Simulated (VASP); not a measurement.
A run of VASP 6.6.1 is set up as follows.

Contents of INCAR:

```
ALGO     = Normal         # electronic algorithm
EDIFF    = 1E-6           # SCF threshold, eV
ENCUT    = 520            # plane-wave cutoff, eV
GGA      = PE             # functional
ISIF     = 2              # what is computed and relaxed
ISMEAR   = 0              # smearing method
LASPH    = T              # aspherical terms in the spheres
LCHARG   = F              # write CHGCAR
LREAL    = F              # projectors in reciprocal space
LWAVE    = F              # write WAVECAR
NBANDS   = 30             # bands
NELM     = 60             # most SCF steps
PREC     = Accurate       # precision mode
SIGMA    = 0.1            # smearing width, eV
```

KPOINTS

```
k-points
0
Gamma
  4 4 6
```

Contents of POSCAR:

```
RhCl
1.0
    4.8236585623      0.0000000000      0.0000000000
    0.0000000000      4.8236585623      0.0000000000
    0.0000000000      0.0000000000      3.0297947856
Rh Cl
2 2
Direct
    0.0000000000      0.5000000000      0.0764204699
    0.5000000000      0.0000000000      0.9235795301
    0.0000000000      0.0000000000      0.0000000000
    0.5000000000      0.5000000000      0.0000000000
```

Potentials or basis: VASP PAW PBE potentials, release 64 (Rh_pv, Cl).

The run is started by

```sh
$ cat potpaw_PBE.64/Rh_pv/POTCAR potpaw_PBE.64/Cl/POTCAR > POTCAR
$ mpirun -np 1 vasp_std > vasp.out
```

Problem. Predict the largest force.

Solution. 0.021 eV/Å.

Problem. What does it give for the band gap on the k mesh?

Solution. Zero (band 22 reaches 8.19 eV, above the bottom of band 23 at 6.52 eV).

Stress tensor (GPa, compression positive):
```
-0.26  0.00  0.00
 0.00 -0.26  0.00
 0.00  0.00  0.05
```
